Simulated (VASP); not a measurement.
# Ta4C3 (Cm) in VASP: single point with PBEsol

Aim: the single point of Ta4C3 with PBEsol.

Everything below comes from runs of VASP 6.6.1. Logs are shortened: lines on timing, memory, paths and dates and some standing lists are left out, and cuts for length are marked.

## 1. The cell of the first run

The structure is monoclinic, space group Cm (No. 8). Conventional cell: a = 6.226 Å, b = 6.226 Å, c = 8.942 Å, α = 90.00°, β = 100.02°, γ = 90.00°. Ta (site symmetry m) has 5 C at 2.20 to 2.70 Å and 2 Ta at 2.70 Å within 2.9 Å. Ta (site symmetry m) has 4 C at 2.20 Å within 2.9 Å. Within 2.9 Å of Ta (site symmetry 1) lie 5 C at 2.20 to 2.70 Å and 2 Ta at 2.70 Å. Ta (site symmetry 1) has 4 C at 2.20 Å within 2.9 Å. Ta (site symmetry m) has 6 C at 2.20 Å within 2.9 Å. Within 2.9 Å of Ta (site symmetry m) lie 6 C at 2.20 to 2.70 Å and 2 Ta at 2.70 Å. Within 2.9 Å of C (site symmetry m) lie 7 Ta at 2.20 to 2.70 Å and 2 C at 2.70 Å. Within 2.9 Å of C (site symmetry m) lie 6 Ta at 2.20 Å.

## 2. Single point, PBEsol

INCAR

```
  PREC = Accurate
  ENCUT = 520
  EDIFF = 1E-7
  ISMEAR = 0
  SIGMA = 0.15
  LREAL = False
  LASPH = True
  NELM = 100
  ALGO = Fast
  ISIF = 2
  LWAVE = False
  LCHARG = False
  GGA = PS
  NBANDS = 69
```

KPOINTS

```
regular mesh
0
Gamma
  9 9 5
```

POSCAR

```
Ta4C3
1.0
    0.0000000000     -4.4026022057      0.0000000000
    0.0000000000      0.0000000000     -4.4026022057
    8.8052044115     -1.1006505514      1.1006505514
Ta C
8 6
Direct
    0.2812500000      0.7187500000      0.8750000000
    0.4062500000      0.5937500000      0.3750000000
    0.9687500000      0.5312500000      0.1250000000
    0.8437500000      0.6562500000      0.6250000000
    0.4687500000      1.0312500000      0.1250000000
    0.3437500000      1.1562500000      0.6250000000
   -0.0937500000      0.0937500000      0.3750000000
   -0.2187500000      0.2187500000      0.8750000000
   -0.0312500000      1.0312500000      0.1250000000
   -0.1562500000      1.1562500000      0.6250000000
    0.2812500000      1.2187500000      0.8750000000
    0.4062500000      1.0937500000      0.3750000000
   -0.2187500000      0.7187500000      0.8750000000
   -0.0937500000      0.5937500000      0.3750000000
```

Potentials or basis: VASP PAW PBE potentials, release 64 (Ta_pv, C).

Run with:

```sh
$ cat potpaw_PBE.64/Ta_pv/POTCAR potpaw_PBE.64/C/POTCAR > POTCAR
$ mpirun -np 1 vasp_std > vasp.out
```

OUTCAR:

```text
PREC = Accurate
   ENCUT = 520
   EDIFF = 1E-7
   ISMEAR = 0
   LREAL = False
   LASPH = True
   NELM = 100
   ISIF = 2
   GGA = PS

 ion  position               nearest neighbor table
   1  0.281  0.719  0.875-  11 2.20  13 2.20  11 2.20  13 2.20   3 2.70   5 2.70   9 2.70   8 3.11
                             8 3.11   8 3.11   8 3.11   6 3.11   4 3.11   6 3.11   4 3.11
   2  0.406  0.594  0.375-  12 2.20  14 2.20  12 2.20  14 2.20   7 3.11   7 3.11   7 3.11   7 3.11
                             3 3.11   4 3.11   5 3.11   6 3.11   4 3.11   5 3.11   6 3.11   3 3.11
   3  0.969  0.531  0.125-   9 2.20   9 2.20  14 2.20  13 2.70   1 2.70   8 2.70  11 2.70   5 3.11
                             5 3.11   5 3.11   5 3.11   7 3.11   2 3.11   7 3.11   2 3.11
   4  0.844  0.656  0.625-  10 2.20  10 2.20  14 2.20  13 2.20   6 3.11   6 3.11   6 3.11   6 3.11
                             8 3.11   2 3.11   1 3.11   7 3.11   8 3.11   1 3.11   2 3.11   7 3.11
   5  0.469  0.031  0.125-   9 2.20   9 2.20  12 2.20  11 2.70   1 2.70   8 2.70  13 2.70   3 3.11
                             3 3.11   3 3.11   3 3.11   7 3.11   2 3.11   2 3.11   7 3.11
   6  0.344  0.156  0.625-  10 2.20  10 2.20  12 2.20  11 2.20   4 3.11   4 3.11   4 3.11   4 3.11
                             8 3.11   2 3.11   1 3.11   7 3.11   1 3.11   8 3.11   2 3.11   7 3.11
   7  0.906  0.094  0.375-  12 2.20  14 2.20  14 2.20  12 2.20   9 2.20  10 2.20   2 3.11   2 3.11
                             2 3.11   2 3.11   4 3.11   5 3.11   6 3.11   3 3.11   4 3.11   6 3.11
   8  0.781  0.219  0.875-  11 2.20  13 2.20  13 2.20  11 2.20  10 2.20   9 2.70   3 2.70   5 2.70
                             1 3.11   1 3.11   1 3.11   1 3.11   6 3.11   4 3.11   6 3.11   4 3.11
   9  0.969  0.031  0.125-   3 2.20   5 2.20   3 2.20   5 2.20   7 2.20   8 2.70   1 2.70
  10  0.844  0.156  0.625-   4 2.20   6 2.20   4 2.20   6 2.20   7 2.20   8 2.20
  11  0.281  0.219  0.875-   1 2.20   8 2.20   1 2.20   8 2.20   6 2.20   5 2.70   3 2.70
  12  0.406  0.094  0.375-   2 2.20   7 2.20   2 2.20   7 2.20   6 2.20   5 2.20
  13  0.781  0.719  0.875-   1 2.20   8 2.20   8 2.20   1 2.20   4 2.20   3 2.70   5 2.70
  14  0.906  0.594  0.375-   2 2.20   7 2.20   7 2.20   2 2.20   4 2.20   3 2.20

  LATTYP: Found a base centered monoclinic cell.
 ALAT       =     6.2262197490
 B/A-ratio  =     1.0000000000
 C/A-ratio  =     1.4361406616
 COS(beta)  =    -0.1740776559

  Lattice vectors:

 A1 = (   0.0000000000,   0.0000000000,  -4.4026022057)
 A2 = (   0.0000000000,   4.4026022057,   0.0000000000)
 A3 = (   8.8052044115,  -1.1006505514,   1.1006505514)

Analysis of symmetry for initial positions (statically):
=====================================================================
 Subroutine PRICEL returns:
 Original cell was already a primitive cell.

 Routine SETGRP: Setting up the symmetry group for a
 base centered monoclinic supercell.

 Subroutine GETGRP returns: Found  2 space group operations
 (whereof  2 operations were pure point group operations)
 out of a pool of  4 trial point group operations.

The static configuration has the point symmetry C_1h.

Analysis of symmetry for dynamics (positions and initial velocities):
=====================================================================
 Subroutine PRICEL returns:
 Original cell was already a primitive cell.

 Routine SETGRP: Setting up the symmetry group for a
 base centered monoclinic supercell.

 Subroutine GETGRP returns: Found  2 space group operations
 (whereof  2 operations were pure point group operations)
 out of a pool of  4 trial point group operations.

The dynamic configuration has the point symmetry C_1h.

 Subroutine INISYM returns: Found  2 space group operations
 (whereof  2 operations are pure point group operations),
 and found     1 'primitive' translations

----------------------------------------------------------------------------------------

                                     Primitive cell

  volume of cell :     170.6705

  direct lattice vectors                    reciprocal lattice vectors
     0.000000000 -4.402602206  0.000000000    -0.028392299 -0.227138395  0.000000000
     0.000000000  0.000000000 -4.402602206     0.028392299  0.000000000 -0.227138395
     8.805204412 -1.100650551  1.100650551     0.113569198  0.000000000  0.000000000

  length of vectors
     4.402602206  4.402602206  8.941727350     0.228906036  0.228906036  0.113569198

[... 51 lines left out ...]
  Shift w.r.t. Gamma in fractional coordinates (k-lattice)
     0.000000000  0.000000000  0.000000000

 Subroutine IBZKPT returns following result:
 ===========================================

 Found    115 irreducible k-points:

 Following reciprocal coordinates:
            Coordinates               Weight
  0.000000  0.000000  0.000000      1.000000
  0.111111  0.000000  0.000000      4.000000
  0.222222  0.000000  0.000000      4.000000
  0.333333  0.000000  0.000000      4.000000
  0.444444  0.000000  0.000000      4.000000
  0.111111  0.111111  0.000000      2.000000
[... 16 lines left out ...]
 -0.333333  0.333333 -0.000000      2.000000
  0.444444  0.444444  0.000000      2.000000
 [... further k-points ...]
   k-points           NKPTS =    115   k-points in BZ     NKDIM =    115   number of bands    NBANDS=     69
   number of dos      NEDOS =    301   number of ions     NIONS =     14
   total plane-waves  NPLWV =  90720
   dimension x,y,z NGX =    36 NGY =   36 NGZ =   70
   dimension x,y,z NGXF=    72 NGYF=   72 NGZF=  140
   ions per type =               8   6
   NGX,Y,Z   is equivalent  to a cutoff of  13.59, 13.59, 13.01 a.u.
   NGXF,Y,Z  is equivalent  to a cutoff of  27.19, 27.19, 26.03 a.u.
 SYSTEM =  unknown system
   PREC   = accura    normal or accurate (medium, high low for compatibility)
   ISTART =      0    job   : 0-new  1-cont  2-samecut
   ICHARG =      2    charge: 1-file 2-atom 10-const
   ISPIN  =      1    spin polarized calculation?
   LNONCOLLINEAR =      F non collinear calculations
   LSORBIT =      F    spin-orbit coupling
   LASPH  =      T    aspherical Exc in radial PAW
   ENCUT  =  520.0 eV  38.22 Ry    6.18 a.u.   8.19  8.19 16.63*2*pi/ulx,y,z
   NELM   =    100;   NELMIN=  2; NELMDL= -5     # of ELM steps
   EDIFF  = 0.1E-06   stopping-criterion for ELM
   LREAL  =      F    real-space projection
   EDIFFG = 0.1E-05   stopping-criterion for IOM
   NSW    =      0    number of steps for IOM
   IBRION =     -1    ionic relax: 0-MD 1-quasi-New 2-CG
   NFREE  =      0    steps in history (QN), initial steepest desc. (CG)
   ISIF   =      2    stress and relaxation
   ISYM   =      2    0-nonsym 1-usesym 2-fastsym
   POTIM  = 0.5000    time-step for ionic-motion
   TEBEG  =    0.0;   TEEND  =   0.0 temperature during run
   PSTRESS=    0.0 pullay stress
   NELECT =     112.0000    total number of electrons
   NUPDOWN=      -1.0000    fix difference up-down
   EMIN   =  10.00;   EMAX   =-10.00  energy-range for DOS
   EFERMI =   0.00;   METHOD = LEGACY
   ISMEAR =     0;   SIGMA  =   0.15  broadening in eV -4-tet -1-fermi 0-gaus
   EFERMI_NEDOS =   21; number of points for ismear=-14 and -15
   IALGO  =     68    algorithm
   IMIX   =      4    mixing-type and parameters
     AMIX     =   0.40;   BMIX     =  1.00
     AMIX_MAG =   1.60;   BMIX_MAG =  1.00
  volume/ion in A,a.u.               =      12.19        82.27
  Fermi-wavevector in a.u.,A,eV,Ry     =   1.422639  2.688398 27.536857  2.023902
  Thomas-Fermi vector in A             =   2.543321
   LORBIT       =      0    0 simple, 1 ext, 2 COOP (PROOUT), +10 PAW based schemes
   GGA     = PS    functional components
   LHFCALC =     F    Hartree Fock is set to
   AEXX    =    0.0000 exact exchange contribution
   IVDW    =     0    specifies the selected vdW correction
   LEPSILON=     F    determine dielectric tensor
   LRPA    =     F    only Hartree local field effects (RPA)
 non-spin polarized calculation
 RMM-DIIS sequential band-by-band and
 Gauss-broadening in eV      SIGMA  =   0.15
  energy-cutoff  :      520.00
  volume of cell :      170.67
 maximum number of plane-waves:      4619
 NGX is ok and might be reduce to    36
   NGX = 17   NGY = 17   NGZ = 33

 number of electron     112.0000012 magnetization

 Free energy of the ion-electron system (eV)
  ---------------------------------------------------
  ext. energy  EPLUGINS =         0.00000000
  ---------------------------------------------------
  free energy    TOTEN  =      -161.72676508 eV

  energy without entropy =     -161.64078646  energy(sigma->0) =     -161.68377577

 E-fermi :   7.2208     XC(G=0): -13.1059

 val. band max:        7.2127979173   @ k =   0.3333   0.1111   0.0000
 cond. band min:       7.2217330655   @ k =  -0.3333   0.0000   0.2000
 fundamental gap:      0.0089351482
 Fermi energy:         7.2207872570

 k-point     1 :       0.0000    0.0000    0.0000
  band No.  band energies     occupation
      1     -28.0123      2.00000
      2     -27.9813      2.00000
      3     -27.9594      2.00000
      4     -27.8741      2.00000
      5     -27.8109      2.00000
      6     -27.6732      2.00000
[... 1693 lines left out ...]
     67      10.5196      0.00000
     68      10.7525      0.00000

 [... further k-points ...]

 [bands above 68 left out]

------------------------ aborting loop because EDIFF is reached ----------------------------------------

  FORCE on cell =-STRESS in cart. coord.  units (eV):
  Direction    XX          YY          ZZ          XY          YZ          ZX
  --------------------------------------------------------------------------------------
  -------------------------------------------------------------------------------------
  Total        3.5373341      3.7012602      3.7012602      0.2260422      6.6117014     -0.2260423
  in kB       33.2068997     34.7457636     34.7457636      2.1219823     62.0676752     -2.1219836
  external PRESSURE =      34.2328090 kB  Pullay stress =       0.0000000 kB

 VOLUME and BASIS-vectors are now :
 -----------------------------------------------------------------------------
  energy-cutoff  :      520.00
  volume of cell :      170.67
      direct lattice vectors                 reciprocal lattice vectors
     0.000000000 -4.402602206  0.000000000    -0.028392299 -0.227138395  0.000000000
     0.000000000  0.000000000 -4.402602206     0.028392299  0.000000000 -0.227138395
     8.805204412 -1.100650551  1.100650551     0.113569198  0.000000000  0.000000000

 POSITION                                       TOTAL-FORCE (eV/Angst)
 -----------------------------------------------------------------------------------
      7.70455     -2.20130     -2.20130        -2.915271     -0.015376      0.015376
      3.30195     -2.20130     -2.20130        -0.135318      0.025932     -0.025932
      1.10065     -4.40260     -2.20130         2.171205     -0.213687     -0.079772
      5.50325     -4.40260     -2.20130        -0.123163     -0.072351     -0.032682
      1.10065     -2.20130     -0.00000         2.171205      0.079772      0.213687
      5.50325     -2.20130     -0.00000        -0.123163      0.032682      0.072351
      3.30195     -4.40260     -0.00000         0.100159      0.000799     -0.000799
      7.70455     -4.40260     -0.00000        -3.755088     -0.070886      0.070886
      1.10065     -4.40260     -0.00000        -0.867745      0.062570     -0.062570
      5.50325     -4.40260     -0.00000         0.173606      0.006631     -0.006631
      7.70455     -2.20130     -0.00000         1.719965     -0.504144     -0.708596
      3.30195     -2.20130     -0.00000        -0.068179     -0.033491      0.007045
      7.70455     -4.40260     -2.20130         1.719965      0.708596      0.504144
      3.30195     -4.40260     -2.20130        -0.068179     -0.007045      0.033491
 -----------------------------------------------------------------------------------
    total drift:                                0.000002      0.000073     -0.000073

  FREE ENERGIE OF THE ION-ELECTRON SYSTEM (eV)
  ---------------------------------------------------
  free  energy   TOTEN  =      -161.7267650830 eV

  energy  without entropy=     -161.6407864553  energy(sigma->0) =     -161.68377577
```

Run time: 67 min. Hardware: 1 thread of Oxide Virtual Turin-like, shared host; peak memory 0.92 GiB.

What came out:

- Free energy: -161.7268 eV
- Pressure: 3.4 GPa
- Largest force: 3.756 eV/Å
- Band gap on the k mesh: zero (bands 56 and 57 overlap by 0.92 eV)

Forces in eV/Å, atoms in the order of the input:
```
Ta  -2.915 -0.015  0.015
Ta  -0.135  0.026 -0.026
Ta   2.171 -0.214 -0.080
Ta  -0.123 -0.072 -0.033
Ta   2.171  0.080  0.214
Ta  -0.123  0.033  0.072
Ta   0.100  0.001 -0.001
Ta  -3.755 -0.071  0.071
C   -0.868  0.063 -0.063
C    0.174  0.007 -0.007
C    1.720 -0.504 -0.709
C   -0.068 -0.033  0.007
C    1.720  0.709  0.504
C   -0.068 -0.007  0.033
```

Stress tensor (GPa, compression positive):
```
 3.32  0.21 -0.21
 0.21  3.47  6.21
-0.21  6.21  3.47
```

Caveat: the cell stands under pressure; the PAW data sets were made with another functional, which shifts forces and pressure a little; spin-orbit coupling is left out, which moves the levels of the heavy elements.
